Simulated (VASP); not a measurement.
A run of VASP 6.6.1 is set up as follows.

Contents of INCAR:

```
SYSTEM = Zr
  ALGO = Fast
  EDIFF = 1E-6
  ENCUT = 520
  GGA = PS
  ISIF = 2
  ISMEAR = 0
  LASPH = .True.
  LCHARG = .False.
  LREAL = .False.
  LWAVE = .False.
  NBANDS = 19
  NELM = 100
  PREC = Accurate
  SIGMA = 0.15
```

File KPOINTS:

```
k-points
0
Gamma
  18 18 10
  0 0 0
```

POSCAR

```
Zr
1.0
    3.2319982225      0.0000000000      0.0000000000
   -1.6159991112      2.7989925657      0.0000000000
    0.0000000000      0.0000000000      4.9925900000
Zr
2
Direct
    0.3333333333      0.6666666667      0.2500000000
    0.6666666667      0.3333333333      0.7500000000
```

Potentials or basis: VASP PAW PBE potentials, release 64 (Zr_sv).

Launch:

```sh
$ cat potpaw_PBE.64/Zr_sv/POTCAR > POTCAR
$ mpirun -np 1 vasp_std > vasp.out
```

Q: What does it give for the pressure?

A: -0.2 GPa.

Q: Predict the band gap on the k mesh.

A: Zero (bands 12 and 13 overlap by 1.21 eV).

Stress tensor (GPa, compression positive):
```
-1.40  0.00  0.00
 0.00 -1.40  0.00
 0.00  0.00  2.23
```

Caveat: the cell differs from its parent crystal (strain +0.000 along x and y, -0.030 along z); the PAW data sets were made with another functional, which shifts forces and pressure a little.
